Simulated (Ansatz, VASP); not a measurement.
## As in VASP and in Ansatz

```
As
1.0
     3.83359    0.00000    0.00000
    -1.91680    3.31999    0.00000
     0.00000    0.00000   32.33504
As
6
Direct
  0.33354 0.66646 0.52452
  0.66688 0.33312 0.56189
  0.00020 0.99980 0.62347
  0.33353 0.66647 0.66274
  0.66686 0.33314 0.72617
  0.00020 0.99980 0.76573
```

Alike in both runs: task single point; functional PBE; dispersion D3(BJ); k mesh 9 × 9 × 1; occupations gaussian, width 0.1 eV; no spin polarisation.

|  | VASP | Ansatz |
| --- | --- | --- |
| version | VASP 6.6.1 | Ansatz 0.2.0 |
| potentials or method | VASP PAW PBE potentials, release 64 (As), cutoff 520 eV | scalar-relativistic, plane waves, PAW |
| valence electrons in the cell | 30 | 90 |

Ansatz gave:

```
gap on the k mesh at the Fermi level (eV) : none
rms of the force components (eV/Å)        : 0.249
```

What did VASP give for the same quantities?

gap on the k mesh at the Fermi level (eV): none; rms of the force components (eV/Å): 0.268.

Atom by atom the forces differ by 0.030 eV/Å (rms over components). A gap of «none» marks a metal or a gap that the smearing closes. VASP's potentials hold 30 valence electrons a cell and Ansatz's 90, so a difference there can come from the potentials and not from the codes. Ansatz's warnings: near symmetry operation missed by atoms, xc potential rough in thin density.
